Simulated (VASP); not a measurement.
# MnSb (zincblende type) (F-43m) in VASP: notebook

The runs below take MnSb (zincblende type) through single point, with PBE.

Everything below comes from runs of VASP 6.6.1. Logs are shortened: lines on timing, memory, paths and dates and some standing lists are left out, and cuts for length are marked.

## Step 1: The cell of the first run

Symmetry: F-43m, No. 216, cubic system. Conventional cell: a = 6.221 Å, b = 6.221 Å, c = 6.221 Å, α = 90.00°, β = 90.00°, γ = 90.00°. Mn (site symmetry -43m) has 4 Sb at 2.69 Å within 3.6 Å. Within 3.6 Å of Sb (site symmetry -43m) lie 4 Mn at 2.69 Å.

## Step 2: Single point, PBE, collinear spin, ferromagnetic start (volume scaled by 1.02)

INCAR

```
PREC = Accurate ; ENCUT = 520
EDIFF = 1E-6 ; ISMEAR = -1
SIGMA = 0.03 ; LREAL = F
LASPH = T ; NELM = 150
ALGO = Normal ; ISIF = 2
LWAVE = F ; LCHARG = F
ISPIN = 2 ; MAGMOM = 4 0
LORBIT = 11 ; LMAXMIX = 4
GGA = PE ; NBANDS = 20
```

KPOINTS

```
regular mesh
0
Gamma
  10 10 10
```

POSCAR

```
MnSb
1.0
    0.0000000000      3.1105528350      3.1105528350
    3.1105528350      0.0000000000      3.1105528350
    3.1105528350      3.1105528350      0.0000000000
Mn Sb
1 1
Direct
    0.0000000000      0.0000000000      0.0000000000
    0.2500000000      0.2500000000      0.2500000000
```

Potentials or basis: VASP PAW PBE potentials, release 64 (Mn_pv, Sb).

The run is started by

```
> cat potpaw_PBE.64/Mn_pv/POTCAR potpaw_PBE.64/Sb/POTCAR > POTCAR
> mpirun -np 1 vasp_std > vasp.out
```

OUTCAR:

```text
PREC = Accurate
   ENCUT = 520
   EDIFF = 1E-6
   ISMEAR = -1
   LREAL = F
   LASPH = T
   NELM = 150
   ISIF = 2
   ISPIN = 2
   LORBIT = 11
   GGA = PE

 ion  position               nearest neighbor table
   1  0.000  0.000  0.000-   2 2.69   2 2.69   2 2.69   2 2.69
   2  0.250  0.250  0.250-   1 2.69   1 2.69   1 2.69   1 2.69

  LATTYP: Found a face centered cubic cell.
 ALAT       =     6.2211056700

  Lattice vectors:

 A1 = (   0.0000000000,   3.1105528350,   3.1105528350)
 A2 = (   3.1105528350,   0.0000000000,   3.1105528350)
 A3 = (   3.1105528350,   3.1105528350,   0.0000000000)

Analysis of symmetry for initial positions (statically):
=====================================================================
 Subroutine PRICEL returns:
 Original cell was already a primitive cell.

 Routine SETGRP: Setting up the symmetry group for a
 face centered cubic supercell.

 Subroutine GETGRP returns: Found 24 space group operations
 (whereof 24 operations were pure point group operations)
 out of a pool of 48 trial point group operations.

The static configuration has the point symmetry T_d .

Analysis of symmetry for dynamics (positions and initial velocities):
=====================================================================
 Subroutine PRICEL returns:
 Original cell was already a primitive cell.

 Routine SETGRP: Setting up the symmetry group for a
 face centered cubic supercell.

 Subroutine GETGRP returns: Found 24 space group operations
 (whereof 24 operations were pure point group operations)
 out of a pool of 48 trial point group operations.

The dynamic configuration has the point symmetry T_d .

Analysis of structural, dynamic, and magnetic symmetry:
=====================================================================
 Subroutine PRICEL returns:
 Original cell was already a primitive cell.

 Routine SETGRP: Setting up the symmetry group for a
 face centered cubic supercell.

 Subroutine GETGRP returns: Found 24 space group operations
 (whereof 24 operations were pure point group operations)
 out of a pool of 48 trial point group operations.

The overall configuration has the point symmetry T_d .

 Subroutine INISYM returns: Found 24 space group operations
 (whereof 24 operations are pure point group operations),
 and found     1 'primitive' translations

----------------------------------------------------------------------------------------

                                     Primitive cell

  volume of cell :      60.1926

  direct lattice vectors                    reciprocal lattice vectors
     0.000000000  3.110552835  3.110552835    -0.160743130  0.160743130  0.160743130
     3.110552835  0.000000000  3.110552835     0.160743130 -0.160743130  0.160743130
     3.110552835  3.110552835  0.000000000     0.160743130  0.160743130 -0.160743130

  length of vectors
     4.398986006  4.398986006  4.398986006     0.278415269  0.278415269  0.278415269

  position of ions in fractional coordinates (direct lattice)
     0.000000000  0.000000000  0.000000000
     0.250000000  0.250000000  0.250000000

  ion indices of the primitive-cell ions
   primitive index   ion index
                 1           1
                 2           2

----------------------------------------------------------------------------------------

 KPOINTS: regular mesh

Automatic generation of k-mesh.
 Grid dimensions read from file:
 generate k-points for:   10   10   10

 Generating k-lattice:

  Cartesian coordinates                     Fractional coordinates (reciprocal lattice)
    -0.016074313  0.016074313  0.016074313     0.100000000  0.000000000  0.000000000
     0.016074313 -0.016074313  0.016074313     0.000000000  0.100000000  0.000000000
     0.016074313  0.016074313 -0.016074313     0.000000000  0.000000000  0.100000000

  Length of vectors
     0.027841527  0.027841527  0.027841527

  Shift w.r.t. Gamma in fractional coordinates (k-lattice)
     0.000000000  0.000000000  0.000000000

 Subroutine IBZKPT returns following result:
 ===========================================

 Found     47 irreducible k-points:

 Following reciprocal coordinates:
            Coordinates               Weight
  0.000000  0.000000  0.000000      1.000000
  0.100000  0.000000  0.000000      8.000000
  0.200000  0.000000  0.000000      8.000000
  0.300000  0.000000  0.000000      8.000000
  0.400000  0.000000  0.000000      8.000000
  0.500000  0.000000  0.000000      4.000000
[... 16 lines left out ...]
  0.300000  0.300000  0.000000      6.000000
  0.400000  0.300000  0.000000     24.000000
 [... further k-points ...]
   k-points           NKPTS =     47   k-points in BZ     NKDIM =     47   number of bands    NBANDS=     20
   number of dos      NEDOS =    301   number of ions     NIONS =      2
   total plane-waves  NPLWV =  46656
   dimension x,y,z NGX =    36 NGY =   36 NGZ =   36
   dimension x,y,z NGXF=    72 NGYF=   72 NGZF=   72
   ions per type =               1   1
   NGX,Y,Z   is equivalent  to a cutoff of  13.61, 13.61, 13.61 a.u.
   NGXF,Y,Z  is equivalent  to a cutoff of  27.21, 27.21, 27.21 a.u.
 SYSTEM =  unknown system
   PREC   = accura    normal or accurate (medium, high low for compatibility)
   ISTART =      0    job   : 0-new  1-cont  2-samecut
   ICHARG =      2    charge: 1-file 2-atom 10-const
   ISPIN  =      2    spin polarized calculation?
   LNONCOLLINEAR =      F non collinear calculations
   LSORBIT =      F    spin-orbit coupling
   LASPH  =      T    aspherical Exc in radial PAW
   ENCUT  =  520.0 eV  38.22 Ry    6.18 a.u.   8.18  8.18  8.18*2*pi/ulx,y,z
   NELM   =    150;   NELMIN=  2; NELMDL= -5     # of ELM steps
   EDIFF  = 0.1E-05   stopping-criterion for ELM
   LREAL  =      F    real-space projection
   EDIFFG = 0.1E-04   stopping-criterion for IOM
   NSW    =      0    number of steps for IOM
   IBRION =     -1    ionic relax: 0-MD 1-quasi-New 2-CG
   NFREE  =      0    steps in history (QN), initial steepest desc. (CG)
   ISIF   =      2    stress and relaxation
   ISYM   =      2    0-nonsym 1-usesym 2-fastsym
   POTIM  = 0.5000    time-step for ionic-motion
   TEBEG  =    0.0;   TEEND  =   0.0 temperature during run
   PSTRESS=    0.0 pullay stress
   NELECT =      18.0000    total number of electrons
   NUPDOWN=      -1.0000    fix difference up-down
   EMIN   =  10.00;   EMAX   =-10.00  energy-range for DOS
   EFERMI =   0.00;   METHOD = LEGACY
   ISMEAR =    -1;   SIGMA  =   0.03  broadening in eV -4-tet -1-fermi 0-gaus
   EFERMI_NEDOS =   21; number of points for ismear=-14 and -15
   IALGO  =     38    algorithm
   IMIX   =      4    mixing-type and parameters
     AMIX     =   0.40;   BMIX     =  1.00
     AMIX_MAG =   1.60;   BMIX_MAG =  1.00
  volume/ion in A,a.u.               =      30.10       203.10
  Fermi-wavevector in a.u.,A,eV,Ry     =   1.094758  2.068792 16.306512  1.198495
  Thomas-Fermi vector in A             =   2.231069
   LORBIT       =     11    0 simple, 1 ext, 2 COOP (PROOUT), +10 PAW based schemes
   GGA     = PE    functional components
   LHFCALC =     F    Hartree Fock is set to
   AEXX    =    0.0000 exact exchange contribution
   IVDW    =     0    specifies the selected vdW correction
   LEPSILON=     F    determine dielectric tensor
   LRPA    =     F    only Hartree local field effects (RPA)
 spin polarized calculation
  energy-cutoff  :      520.00
  volume of cell :       60.19
 maximum number of plane-waves:      1639
 NGX is ok and might be reduce to    36
   NGX = 17   NGY = 17   NGZ = 17

 number of electron      18.0000012 magnetization       3.9990342

 Free energy of the ion-electron system (eV)
  ---------------------------------------------------
  ext. energy  EPLUGINS =         0.00000000
  ---------------------------------------------------
  free energy    TOTEN  =       -12.28218627 eV

  energy without entropy =      -12.27955687  energy(sigma->0) =      -12.28087157

 E-fermi :   4.0648     XC(G=0):  -8.8816

 val. band max:        4.0641540820   @ k =  -0.4000   0.3000   0.0000
 cond. band min:       4.0691996027   @ k =   0.4000   0.2000   0.0000
 fundamental gap:      0.0050455208
 Fermi energy:         4.0648383384

 spin component 1

 k-point     1 :       0.0000    0.0000    0.0000
  band No.  band energies     occupation
      1     -46.2717      1.00000
      2     -46.2717      1.00000
      3     -46.2717      1.00000
      4      -5.7457      1.00000
      5       0.6681      1.00000
      6       0.6681      1.00000
[... 12 lines left out ...]
     19      14.2577      0.00000
     20      14.3278      0.00000

 k-point     2 :       0.1000    0.0000    0.0000
  band No.  band energies     occupation
      1     -46.2718      1.00000
      2     -46.2717      1.00000
      3     -46.2717      1.00000
      4      -5.6674      1.00000
      5       0.6264      1.00000
      6       0.6849      1.00000
[... 498 lines left out ...]
 k-point    24 :       0.4000    0.3000    0.0000
  band No.  band energies     occupation
      1     -46.2725      1.00000
      2     -46.2720      1.00000
      3     -46.2720      1.00000
      4      -4.6853      1.00000
      5       0.0953      1.00000
      6       0.9701      1.00000
[... 12 lines left out ...]
     19      16.6106      0.00000
     20      17.6310      0.00000

 [... further k-points ...]

 spin component 2

 k-point     1 :       0.0000    0.0000    0.0000
  band No.  band energies     occupation
      1     -42.1631      1.00000
      2     -42.1631      1.00000
      3     -42.1631      1.00000
      4      -5.7308      1.00000
      5       2.7694      1.00000
      6       2.7694      1.00000
[... 12 lines left out ...]
     19      14.7722      0.00000
     20      14.7722      0.00000

 k-point     2 :       0.1000    0.0000    0.0000
  band No.  band energies     occupation
      1     -42.1632      1.00000
      2     -42.1631      1.00000
      3     -42.1631      1.00000
      4      -5.6576      1.00000
      5       2.5556      1.00000
      6       2.7814      1.00000
[... 498 lines left out ...]
 k-point    24 :       0.4000    0.3000    0.0000
  band No.  band energies     occupation
      1     -42.1644      1.00000
      2     -42.1636      1.00000
      3     -42.1636      1.00000
      4      -4.7522      1.00000
      5       1.0495      1.00000
      6       2.6171      1.00000
[... 12 lines left out ...]
     19      17.1292      0.00000
     20      18.1743      0.00000

 [... further k-points ...]
[... 5 lines left out ...]
  --------------------------------------------------------------------------------------
  -------------------------------------------------------------------------------------
  Total       -0.3511939     -0.3511939     -0.3511939      0.0000000      0.0000000      0.0000000
  in kB       -9.3479154     -9.3479154     -9.3479154      0.0000000      0.0000000      0.0000000
  external PRESSURE =      -9.3479154 kB  Pullay stress =       0.0000000 kB

 VOLUME and BASIS-vectors are now :
 -----------------------------------------------------------------------------
  energy-cutoff  :      520.00
  volume of cell :       60.19
      direct lattice vectors                 reciprocal lattice vectors
     0.000000000  3.110552835  3.110552835    -0.160743130  0.160743130  0.160743130
     3.110552835  0.000000000  3.110552835     0.160743130 -0.160743130  0.160743130
     3.110552835  3.110552835  0.000000000     0.160743130  0.160743130 -0.160743130

 POSITION                                       TOTAL-FORCE (eV/Angst)
 -----------------------------------------------------------------------------------
      0.00000      0.00000      0.00000         0.000000      0.000000      0.000000
      1.55528      1.55528      1.55528        -0.000000     -0.000000     -0.000000
 -----------------------------------------------------------------------------------
    total drift:                                0.000000      0.000000      0.000000

  FREE ENERGIE OF THE ION-ELECTRON SYSTEM (eV)
  ---------------------------------------------------
  free  energy   TOTEN  =       -12.2821862730 eV

  energy  without entropy=      -12.2795568714  energy(sigma->0) =      -12.28087157

 total charge

# of ion       s       p       d       tot
------------------------------------------
    1        0.314   6.184   4.919  11.417
    2        1.141   1.325   0.022   2.488
--------------------------------------------------
tot          1.455   7.509   4.941  13.905

 magnetization (x)

# of ion       s       p       d       tot
------------------------------------------
    1        0.061   0.037   3.809   3.907
    2        0.001  -0.188   0.012  -0.175
--------------------------------------------------
tot          0.062  -0.151   3.821   3.732
```

Run time: 98 s. Hardware: 1 thread of Intel Xeon 6975P-C, shared host; peak memory 0.29 GiB.

Results:

* Free energy: -12.2822 eV
* Pressure: -0.9 GPa
* Band gap on the k mesh: zero (filled and empty bands overlap)
* Net moment: 4.00 μB per cell
* Site moments: Mn +3.91; Sb -0.17 μB
* Valence electrons inside the program's atomic spheres: Mn 11.42; Sb 2.49

Caveat: spin-orbit coupling is left out, which moves the levels of the heavy elements; a cell with one magnetic atom can't hold antiferromagnetic order, which such compounds often take.

[end of part 1 of 2]
